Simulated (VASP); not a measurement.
# AlFe (R-3m) in VASP: single point with PBE

Aim: the single point of AlFe with PBE.

All numbers are computed with VASP 6.6.1; they aren't measurements. Logs are shortened: lines on timing, memory, paths and dates and some standing lists are left out, and cuts for length are marked.

### Step 1. The cell of the first run

It takes space group R-3m (No. 166, trigonal). The conventional cell has a = 4.157 Å, b = 4.157 Å, c = 4.939 Å, α = 90.00°, β = 90.00°, γ = 120.00°. Within 3.3 Å of Al (site symmetry -3m) lie 8 Fe at 2.47 to 2.54 Å and 6 Al at 2.91 Å. Fe (site symmetry -3m) has 8 Al at 2.47 to 2.54 Å and 6 Fe at 2.91 Å within 3.3 Å.

### Step 2. Single point, PBE, collinear spin, ferromagnetic start (stretched by -2 % along [0.577, 0.577, 0.577] at fixed volume)

INCAR reads:

```
SYSTEM = AlFe
ALGO = Normal
EDIFF = 1E-6
ENCUT = 520
GGA = PE
ISIF = 2
ISMEAR = -1
ISPIN = 2
LASPH = .True.
LCHARG = .False.
LMAXMIX = 4
LORBIT = 11
LREAL = .False.
LWAVE = .False.
MAGMOM = 0 3
NBANDS = 16
NELM = 150
PREC = Accurate
SIGMA = 0.025
```

KPOINTS reads:

```
k-points
0
Gamma
  8 8 8
  0 0 0
```

POSCAR reads:

```
AlFe
1.0
    2.9102959362     -0.0292479683     -0.0292479683
   -0.0292479683      2.9102959362     -0.0292479683
   -0.0292479683     -0.0292479683      2.9102959362
Al Fe
1 1
Direct
    0.0000000000      0.0000000000      0.0000000000
    0.5000000000      0.5000000000      0.5000000000
```

Potentials or basis: VASP PAW PBE potentials, release 64 (Al, Fe).

Started as:

```
> cat potpaw_PBE.64/Al/POTCAR potpaw_PBE.64/Fe/POTCAR > POTCAR
> mpirun -np 1 vasp_std > vasp.out
```

OUTCAR:

```text
SYSTEM = AlFe
   EDIFF = 1E-6
   ENCUT = 520
   GGA = PE
   ISIF = 2
   ISMEAR = -1
   ISPIN = 2
   LASPH = .True.
   LORBIT = 11
   LREAL = .False.
   NELM = 150
   PREC = Accurate

 ion  position               nearest neighbor table
   1  0.000  0.000  0.000-   2 2.47   2 2.47   2 2.54   2 2.54   2 2.54   2 2.54   2 2.54   2 2.54

   2  0.500  0.500  0.500-   1 2.47   1 2.47   1 2.54   1 2.54   1 2.54   1 2.54   1 2.54   1 2.54

  LATTYP: Found a trigonal (rhomboedric) cell.
 ALAT       =     2.9105898584
 COS(alpha) =    -0.0199946145

  Lattice vectors:

 A1 = (   2.9102959362,  -0.0292479683,  -0.0292479683)
 A2 = (  -0.0292479683,   2.9102959362,  -0.0292479683)
 A3 = (  -0.0292479683,  -0.0292479683,   2.9102959362)

Analysis of symmetry for initial positions (statically):
=====================================================================
 Subroutine PRICEL returns:
 Original cell was already a primitive cell.

 Routine SETGRP: Setting up the symmetry group for a
 trigonal (rhombohedral) supercell.

 Subroutine GETGRP returns: Found 12 space group operations
 (whereof 12 operations were pure point group operations)
 out of a pool of 12 trial point group operations.

The static configuration has the point symmetry D_3d.

Analysis of symmetry for dynamics (positions and initial velocities):
=====================================================================
 Subroutine PRICEL returns:
 Original cell was already a primitive cell.

 Routine SETGRP: Setting up the symmetry group for a
 trigonal (rhombohedral) supercell.

 Subroutine GETGRP returns: Found 12 space group operations
 (whereof 12 operations were pure point group operations)
 out of a pool of 12 trial point group operations.

The dynamic configuration has the point symmetry D_3d.

Analysis of structural, dynamic, and magnetic symmetry:
=====================================================================
 Subroutine PRICEL returns:
 Original cell was already a primitive cell.

 Routine SETGRP: Setting up the symmetry group for a
 trigonal (rhombohedral) supercell.

 Subroutine GETGRP returns: Found 12 space group operations
 (whereof 12 operations were pure point group operations)
 out of a pool of 12 trial point group operations.

The overall configuration has the point symmetry D_3d.

 Subroutine INISYM returns: Found 12 space group operations
 (whereof 12 operations are pure point group operations),
 and found     1 'primitive' translations

----------------------------------------------------------------------------------------

                                     Primitive cell

  volume of cell :      24.6422
[... 111 lines left out ...]
  Fermi-wavevector in a.u.,A,eV,Ry     =   1.251160  2.364349 21.298567  1.565401
  Thomas-Fermi vector in A             =   2.385120
   LORBIT       =     11    0 simple, 1 ext, 2 COOP (PROOUT), +10 PAW based schemes
   GGA     = PE    functional components
   LHFCALC =     F    Hartree Fock is set to
   AEXX    =    0.0000 exact exchange contribution
   IVDW    =     0    specifies the selected vdW correction
   LEPSILON=     F    determine dielectric tensor
   LRPA    =     F    only Hartree local field effects (RPA)
 spin polarized calculation
  energy-cutoff  :      520.00
  volume of cell :       24.64
 maximum number of plane-waves:       684
 NGX is ok and might be reduce to    24
   NGX = 11   NGY = 11   NGZ = 11

 number of electron      10.9999995 magnetization       0.7549110

 Free energy of the ion-electron system (eV)
  ---------------------------------------------------
  ext. energy  EPLUGINS =         0.00000000
  ---------------------------------------------------
  free energy    TOTEN  =       -12.61838718 eV

  energy without entropy =      -12.61399265  energy(sigma->0) =      -12.61618992

 E-fermi :   7.6854     XC(G=0): -11.9704

 val. band max:        7.6649278388   @ k =  -0.1250   0.1250   0.0000
 cond. band min:       7.6863087572   @ k =  -0.3750  -0.3750   0.2500
 fundamental gap:      0.0213809184
 Fermi energy:         7.6854313351

 spin component 1

 k-point     1 :       0.0000    0.0000    0.0000
  band No.  band energies     occupation
      1      -2.5608      1.00000
      2       5.2162      1.00000
      3       5.2163      1.00000
      4       7.2217      1.00000
      5       7.2316      1.00000
      6       7.2316      1.00000
[... 435 lines left out ...]
      5       6.5426      1.00000
      6       7.0555      1.00000
[... 8 lines left out ...]
     15      26.8184      0.00000
     16      27.9891      0.00000

 [... further k-points ...]

 spin component 2

 k-point     1 :       0.0000    0.0000    0.0000
  band No.  band energies     occupation
      1      -2.5570      1.00000
      2       5.6664      1.00000
      3       5.6664      1.00000
      4       8.0156      0.00000
      5       8.1288      0.00000
      6       8.1288      0.00000
[... 435 lines left out ...]
      5       7.2116      1.00000
      6       7.9012      0.00018
[... 8 lines left out ...]
     15      26.9045      0.00000
     16      28.0447      0.00000

 [... further k-points ...]
[... 5 lines left out ...]
  --------------------------------------------------------------------------------------
  -------------------------------------------------------------------------------------
  Total       -0.8825006     -0.8825006     -0.8825006      0.4132160      0.4132160      0.4132160
  in kB      -57.3781621    -57.3781621    -57.3781621     26.8663578     26.8663578     26.8663578
  external PRESSURE =     -57.3781621 kB  Pullay stress =       0.0000000 kB

 VOLUME and BASIS-vectors are now :
 -----------------------------------------------------------------------------
  energy-cutoff  :      520.00
  volume of cell :       24.64
      direct lattice vectors                 reciprocal lattice vectors
     2.910295936 -0.029247968 -0.029247968     0.343677795  0.003488966  0.003488966
    -0.029247968  2.910295936 -0.029247968     0.003488966  0.343677795  0.003488966
    -0.029247968 -0.029247968  2.910295936     0.003488966  0.003488966  0.343677795

 POSITION                                       TOTAL-FORCE (eV/Angst)
 -----------------------------------------------------------------------------------
      0.00000      0.00000      0.00000         0.000000     -0.000000      0.000000
      1.42590      1.42590      1.42590        -0.000000      0.000000      0.000000
 -----------------------------------------------------------------------------------
    total drift:                                0.000000     -0.000000     -0.000000

  FREE ENERGIE OF THE ION-ELECTRON SYSTEM (eV)
  ---------------------------------------------------
  free  energy   TOTEN  =       -12.6183871793 eV

  energy  without entropy=      -12.6139926533  energy(sigma->0) =      -12.61618992

 total charge

# of ion       s       p       d       tot
------------------------------------------
    1        0.396   0.421   0.000   0.817
    2        0.417   0.474   6.454   7.344
--------------------------------------------------
tot          0.813   0.894   6.454   8.161

 magnetization (x)

# of ion       s       p       d       tot
------------------------------------------
    1       -0.009  -0.019   0.000  -0.027
    2        0.002   0.008   0.789   0.800
--------------------------------------------------
tot         -0.007  -0.010   0.789   0.772
```

stdout:

```text
POSCAR found type information on POSCAR AlFe
 POSCAR found :  2 types and       2 ions
 scaLAPACK will be used
 LDA part: xc-table for (Slater+PW92), standard interpolation
 POSCAR, INCAR and KPOINTS ok, starting setup
 FFT: planning ... GRIDC
 FFT: planning ... GRID_SOFT
 FFT: planning ... GRID
 WAVECAR not read
 entering main loop
```

Run time: 70 s. Hardware: 1 thread of Intel Xeon 8259CL, shared host; peak memory 0.17 GiB.

Results:

```yaml
Free_energy: -12.6184 eV
Pressure: -5.7 GPa
Net_moment: 0.75 μB per cell
Site_moments: Al -0.03; Fe +0.80 μB
Valence_electrons_inside_the_program's_atomic_spheres: Al 0.82; Fe 7.34
```
